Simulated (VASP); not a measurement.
GaP:

```
CELL_PARAMETERS angstrom
0.00000 2.72540 2.77991
2.72540 0.00000 2.77991
2.72540 2.72540 0.00000
ATOMIC_POSITIONS crystal
Ga 0.00000 0.00000 0.00000
P 0.25000 0.25000 0.25000
```

This cell differs from its parent crystal: uniaxial z strain +2.0%.

Base run:

* Program: VASP 6.6.1
* Functional: HSE06
* Potentials or basis: VASP PAW PBE potentials, release 64 (Ga_d, P)
* Cutoff: 520 eV
* k mesh: 6 × 6 × 6
* Occupations: gaussian, width 0.01 eV
* Spin: no spin polarisation

Its results: band gap on the k mesh 2.25 eV (least direct gap 2.57 eV).

Question: The run is repeated on the same cell with these changes: functional from HSE06 to r2SCAN; further incar settings from ALGO = Normal; EDIFF = 1e-06; NBANDS = 16 to ALGO = Normal; EDIFF = 1e-08. What comes out?

Answer: Band gap on the k mesh 1.86 eV (least direct gap 2.12 eV).

A k mesh can miss the band edges.
